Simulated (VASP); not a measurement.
Runs of VASP 6.6.1 on Sn. The structure is that of space group Fd-3m (No. 227), or close to it. The cells are those of the table. 

| cell | gap on the mesh (eV) | pressure (GPa) |
| --- | --- | --- |
| a = 4.691 Å, angles 60.0°, 2 atoms | none | -1.0 |
| a = 4.633 Å, angles 60.0°, 2 atoms | none | 0.3 |
| a = 4.447 Å, angles 60.0°, 2 atoms | none | (b) |
| a = 4.749 Å, angles 60.0°, 2 atoms | none | -2.1 |
| a = 4.382 Å, angles 60.0°, 2 atoms | 0.21 | (a) |
| a = 4.511 Å, angles 60.0°, 2 atoms | none | 4.3 |
| a = 4.573 Å, angles 60.0°, 2 atoms | none | (c) |

Alike in all rows: task single point; level PBE+D3(BJ); potentials or basis VASP PAW PBE potentials, release 64 (Sn_d); no spin polarisation; k mesh 8 × 8 × 8; cutoff (eV) 520; smearing methfessel-paxton 0.2 eV.

**Question.** Fill in the values left out.

**Answer.** (a) 10.7; (b) 7.2; (c) 2.1.

Caveats: three body term missing; spin-orbit coupling is left out, which moves the levels of the heavy elements; pairwise dispersion overbinds metals, which lowers pressure and volume (some runs).

A k mesh can miss the band edges, and the runs leave out spin-orbit coupling on Sn.

A gap of «none» marks levels without a gap at the run's occupations.
